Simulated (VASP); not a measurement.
# Ti (P6_3/mmc) in VASP: further runs

Ti is run at these levels: PBEsol; tasks: single point.

Program: VASP 6.6.1. These are calculated values, not measurements. Logs are shortened: lines on timing, memory, paths and dates and some standing lists are left out, and cuts for length are marked.

## Step 1: The cell of the first run

The structure is hexagonal, space group P6_3/mmc (No. 194). The conventional cell has a = 2.890 Å, b = 2.890 Å, c = 4.584 Å, α = 90.00°, β = 90.00°, γ = 120.00°. Ti (site symmetry -6m2) has 12 Ti at 2.84 to 2.89 Å within 3.7 Å.

## Step 2: Single point, PBEsol

Contents of INCAR:

```
SYSTEM = Ti
  PREC = Accurate
  ENCUT = 520
  EDIFF = 1E-6
  ISMEAR = -1
  SIGMA = 0.1
  LREAL = .FALSE.
  LASPH = .TRUE.
  NELM = 80
  ALGO = Normal
  ISIF = 2
  LWAVE = .FALSE.
  LCHARG = .FALSE.
  GGA = PS
  NBANDS = 19
```

Contents of KPOINTS:

```
regular mesh
0
G
  11 11 6
  0 0 0
```

Contents of POSCAR:

```
Ti
1.0
    2.8897790207      0.0000000000      0.0000000000
   -1.4448895104      2.5026172030      0.0000000000
    0.0000000000      0.0000000000      4.5844629888
Ti
2
Direct
    0.3333333333      0.6666666667      0.2500000000
    0.6666666667      0.3333333333      0.7500000000
```

Potentials or basis: VASP PAW PBE potentials, release 64 (Ti_sv).

Started as:

```sh
$ cat potpaw_PBE.64/Ti_sv/POTCAR > POTCAR
$ mpirun -np 1 vasp_std > vasp.out
```

OUTCAR:

```text
SYSTEM = Ti
   PREC = Accurate
   ENCUT = 520
   EDIFF = 1E-6
   ISMEAR = -1
   LREAL = .FALSE.
   LASPH = .TRUE.
   NELM = 80
   ISIF = 2
   GGA = PS

 ion  position               nearest neighbor table
   1  0.333  0.667  0.250-   2 2.84   2 2.84   2 2.84   2 2.84   2 2.84   2 2.84
   2  0.667  0.333  0.750-   1 2.84   1 2.84   1 2.84   1 2.84   1 2.84   1 2.84

  LATTYP: Found a hexagonal cell.
 ALAT       =     2.8897790207
 C/A-ratio  =     1.5864406780

  Lattice vectors:

 A1 = (   2.8897790207,   0.0000000000,   0.0000000000)
 A2 = (  -1.4448895104,   2.5026172030,   0.0000000000)
 A3 = (   0.0000000000,   0.0000000000,   4.5844629888)

Analysis of symmetry for initial positions (statically):
=====================================================================
 Subroutine PRICEL returns:
 Original cell was already a primitive cell.

 Routine SETGRP: Setting up the symmetry group for a
 hexagonal supercell.

 Subroutine GETGRP returns: Found 24 space group operations
 (whereof 12 operations were pure point group operations)
 out of a pool of 24 trial point group operations.

The static configuration has the point symmetry D_3d.
 The point group associated with its full space group is D_6h.

Analysis of symmetry for dynamics (positions and initial velocities):
=====================================================================
 Subroutine PRICEL returns:
 Original cell was already a primitive cell.

 Routine SETGRP: Setting up the symmetry group for a
 hexagonal supercell.

 Subroutine GETGRP returns: Found 24 space group operations
 (whereof 12 operations were pure point group operations)
 out of a pool of 24 trial point group operations.

The dynamic configuration has the point symmetry D_3d.
 The point group associated with its full space group is D_6h.

 Subroutine INISYM returns: Found 24 space group operations
 (whereof 12 operations are pure point group operations),
 and found     1 'primitive' translations

----------------------------------------------------------------------------------------

                                     Primitive cell

  volume of cell :      33.1549

  direct lattice vectors                    reciprocal lattice vectors
     2.889779021  0.000000000  0.000000000     0.346047221  0.199790843  0.000000000
    -1.444889510  2.502617203  0.000000000     0.000000000  0.399581685  0.000000000
     0.000000000  0.000000000  4.584462989     0.000000000  0.000000000  0.218128056

[... 81 lines left out ...]
   ENCUT  =  520.0 eV  38.22 Ry    6.18 a.u.   5.37  5.37  8.52*2*pi/ulx,y,z
   NELM   =     80;   NELMIN=  2; NELMDL= -5     # of ELM steps
   EDIFF  = 0.1E-05   stopping-criterion for ELM
   LREAL  =      F    real-space projection
   EDIFFG = 0.1E-04   stopping-criterion for IOM
   NSW    =      0    number of steps for IOM
   IBRION =     -1    ionic relax: 0-MD 1-quasi-New 2-CG
   NFREE  =      0    steps in history (QN), initial steepest desc. (CG)
   ISIF   =      2    stress and relaxation
   ISYM   =      2    0-nonsym 1-usesym 2-fastsym
   POTIM  = 0.5000    time-step for ionic-motion
   TEBEG  =    0.0;   TEEND  =   0.0 temperature during run
   PSTRESS=    0.0 pullay stress
   NELECT =      24.0000    total number of electrons
   NUPDOWN=      -1.0000    fix difference up-down
   EMIN   =  10.00;   EMAX   =-10.00  energy-range for DOS
   EFERMI =   0.00;   METHOD = LEGACY
   ISMEAR =    -1;   SIGMA  =   0.10  broadening in eV -4-tet -1-fermi 0-gaus
   EFERMI_NEDOS =   21; number of points for ismear=-14 and -15
   IALGO  =     38    algorithm
   IMIX   =      4    mixing-type and parameters
     AMIX     =   0.40;   BMIX     =  1.00
     AMIX_MAG =   1.60;   BMIX_MAG =  1.00
  volume/ion in A,a.u.               =      16.58       111.87
  Fermi-wavevector in a.u.,A,eV,Ry     =   1.469928  2.777761 29.397950  2.160688
  Thomas-Fermi vector in A             =   2.585246
   LORBIT       =      0    0 simple, 1 ext, 2 COOP (PROOUT), +10 PAW based schemes
   GGA     = PS    functional components
   LHFCALC =     F    Hartree Fock is set to
   AEXX    =    0.0000 exact exchange contribution
   IVDW    =     0    specifies the selected vdW correction
   LEPSILON=     F    determine dielectric tensor
   LRPA    =     F    only Hartree local field effects (RPA)
 non-spin polarized calculation
  energy-cutoff  :      520.00
  volume of cell :       33.15
 maximum number of plane-waves:       917
 NGX is ok and might be reduce to    24
   NGX = 11   NGY = 11   NGZ = 17

 number of electron      24.0000001 magnetization

 Free energy of the ion-electron system (eV)
  ---------------------------------------------------
  ext. energy  EPLUGINS =         0.00000000
  ---------------------------------------------------
  free energy    TOTEN  =       -16.71280241 eV

  energy without entropy =      -16.63754457  energy(sigma->0) =      -16.67517349

 E-fermi :   8.6881     XC(G=0): -11.8595

 val. band max:        8.6485667547   @ k =   0.3636   0.1818   0.3333
 cond. band min:       8.7029102892   @ k =   0.3636   0.2727   0.3333
 fundamental gap:      0.0543435345
 Fermi energy:         8.6880673037

 k-point     1 :       0.0000    0.0000    0.0000
  band No.  band energies     occupation
      1     -47.8352      2.00000
      2     -47.6677      2.00000
      3     -24.5776      2.00000
      4     -23.8348      2.00000
      5     -23.8348      2.00000
      6     -23.7447      2.00000
[... 505 lines left out ...]
      6     -23.9082      2.00000
[... 11 lines left out ...]
     18      11.1484      0.00000
     19      12.2597      0.00000

 [... further k-points ...]

------------------------ aborting loop because EDIFF is reached ----------------------------------------

  FORCE on cell =-STRESS in cart. coord.  units (eV):
  Direction    XX          YY          ZZ          XY          YZ          ZX
  --------------------------------------------------------------------------------------
  -------------------------------------------------------------------------------------
  Total        0.2134384      0.2134376      0.1645211     -0.0000000     -0.0000000     -0.0000000
  in kB       10.3142034     10.3141635      7.9503202     -0.0000000     -0.0000000     -0.0000000
  external PRESSURE =       9.5262290 kB  Pullay stress =       0.0000000 kB

 VOLUME and BASIS-vectors are now :
 -----------------------------------------------------------------------------
  energy-cutoff  :      520.00
  volume of cell :       33.15
      direct lattice vectors                 reciprocal lattice vectors
     2.889779021  0.000000000  0.000000000     0.346047221  0.199790843  0.000000000
    -1.444889510  2.502617203  0.000000000     0.000000000  0.399581685  0.000000000
     0.000000000  0.000000000  4.584462989     0.000000000  0.000000000  0.218128056

 POSITION                                       TOTAL-FORCE (eV/Angst)
 -----------------------------------------------------------------------------------
     -0.00000      1.66841      1.14612         0.000000      0.000000      0.000000
      1.44489      0.83421      3.43835        -0.000000     -0.000000      0.000000
 -----------------------------------------------------------------------------------
    total drift:                                0.000000     -0.000000      0.000000

  FREE ENERGIE OF THE ION-ELECTRON SYSTEM (eV)
  ---------------------------------------------------
  free  energy   TOTEN  =       -16.7128024062 eV

  energy  without entropy=      -16.6375445685  energy(sigma->0) =      -16.67517349
```

OSZICAR:

```text
N       E                     dE             d eps       ncg     rms          rms(c)
DAV:   1     0.262692088392E+03    0.26269E+03   -0.12946E+04  2432   0.158E+03
DAV:   2     0.112557320041E+02   -0.25144E+03   -0.24734E+03  2516   0.442E+02
DAV:   3    -0.176756525605E+02   -0.28931E+02   -0.28564E+02  4539   0.123E+02
DAV:   4    -0.188612428516E+02   -0.11856E+01   -0.11835E+01  2855   0.254E+01
DAV:   5    -0.189087728965E+02   -0.47530E-01   -0.47520E-01  3481   0.382E+00    0.130E+01
DAV:   6    -0.167176179264E+02    0.21912E+01   -0.75663E+00  2824   0.281E+01    0.324E+00
DAV:   7    -0.166922825048E+02    0.25335E-01   -0.79845E-01  3632   0.653E+00    0.212E+00
DAV:   8    -0.167211911663E+02   -0.28909E-01   -0.22482E-01  2665   0.553E+00    0.775E-01
DAV:   9    -0.167122142806E+02    0.89769E-02   -0.48654E-02  2735   0.232E+00    0.780E-02
DAV:  10    -0.167127756084E+02   -0.56133E-03   -0.38977E-03  3498   0.359E-01    0.907E-02
DAV:  11    -0.167128141950E+02   -0.38587E-04   -0.14429E-04  3013   0.858E-02    0.448E-02
DAV:  12    -0.167128024673E+02    0.11728E-04   -0.43100E-05  2660   0.616E-02    0.478E-03
DAV:  13    -0.167128024062E+02    0.61061E-07   -0.19706E-06  1898   0.120E-02
   1 F= -.16712802E+02 E0= -.16675173E+02  d E =-.752578E-01
```

stdout:

```text
POSCAR found type information on POSCAR Ti
 POSCAR found :  1 types and       2 ions
 scaLAPACK will be used
 -----------------------------------------------------------------------------
|                                                                             |
|                                                                             |
|     You enforced a specific xc type in the INCAR file but a different       |
|     I HOPE YOU KNOW WHAT YOU ARE DOING!                                     |
|                                                                             |
 -----------------------------------------------------------------------------

 LDA part: xc-table for (Slater+PW92), standard interpolation
 POSCAR, INCAR and KPOINTS ok, starting setup
 FFT: planning ... GRIDC
 FFT: planning ... GRID_SOFT
 FFT: planning ... GRID
 WAVECAR not read
 entering main loop
```

It took 19 s on 1 thread of Intel Xeon Platinum 8488C (Sapphire Rapids), shared host; peak memory 0.16 GiB.

What came out:

```yaml
Free_energy: -16.7128 eV
Pressure: 1.0 GPa
Band_gap_on_the_k_mesh: zero (band 12 reaches 9.51 eV, above the bottom of band 13 at 8.51 eV)
```

Levels at points of the mesh, in eV from the Fermi level:
```
           k point  band 9  band 10  band 11  band 12  band 13  band 14  band 15  band 16
(0.00, 0.00, 0.00)   -6.30    -2.79     0.82     0.82     0.92     0.94     1.35     1.35
(0.00, 0.00, 0.50)   -4.38    -4.38     0.11     0.11     0.72     0.72     0.72     0.72
```

Caveat: the PAW data sets were made with another functional, which shifts forces and pressure a little.

## Step 3: Single point, PBEsol

This run uses another cell than the first one, of 16.93 Å³/atom, 1.021 times its volume.

Contents of INCAR:

```
ALGO = Normal ; EDIFF = 1E-6
ENCUT = 520 ; GGA = PS
ISIF = 2 ; ISMEAR = -1
LASPH = True ; LCHARG = False
LREAL = False ; LWAVE = False
NBANDS = 19 ; NELM = 60
PREC = Accurate ; SIGMA = 0.1
```

Contents of KPOINTS:

```
k-points
0
Gamma
  11 11 6
```

Contents of POSCAR:

```
Ti
1.0
    2.9101302477      0.0000000000      0.0000000000
   -1.4550651239      2.5202418485      0.0000000000
    0.0000000000      0.0000000000      4.6167490031
Ti
2
Direct
    0.3333333333      0.6666666667      0.2500000000
    0.6666666667      0.3333333333      0.7500000000
```

Potentials or basis: VASP PAW PBE potentials, release 64 (Ti_sv).

Started as:

```sh
$ cat potpaw_PBE.64/Ti_sv/POTCAR > POTCAR
$ mpirun -np 1 vasp_std > vasp.out
```

It took 19 s on 1 thread of Intel Xeon Platinum 8488C (Sapphire Rapids), shared host; peak memory 0.17 GiB.

The run converged. Its results:

* Free energy: -16.7116 eV
* Pressure: -1.5 GPa
* Band gap on the k mesh: zero (band 12 reaches 9.27 eV, above the bottom of band 13 at 8.27 eV)

Stress tensor (GPa, compression positive):
```
-1.42  0.00  0.00
 0.00 -1.42  0.00
 0.00  0.00 -1.70
```

Levels at points of the mesh, in eV from the Fermi level:
```
           k point  band 9  band 10  band 11  band 12  band 13  band 14  band 15  band 16
(0.00, 0.00, 0.00)   -6.25    -2.74     0.81     0.81     0.86     0.93     1.33     1.33
(0.00, 0.00, 0.50)   -4.36    -4.36     0.11     0.11     0.71     0.71     0.71     0.71
```

Caveat: the PAW data sets were made with another functional, which shifts forces and pressure a little.
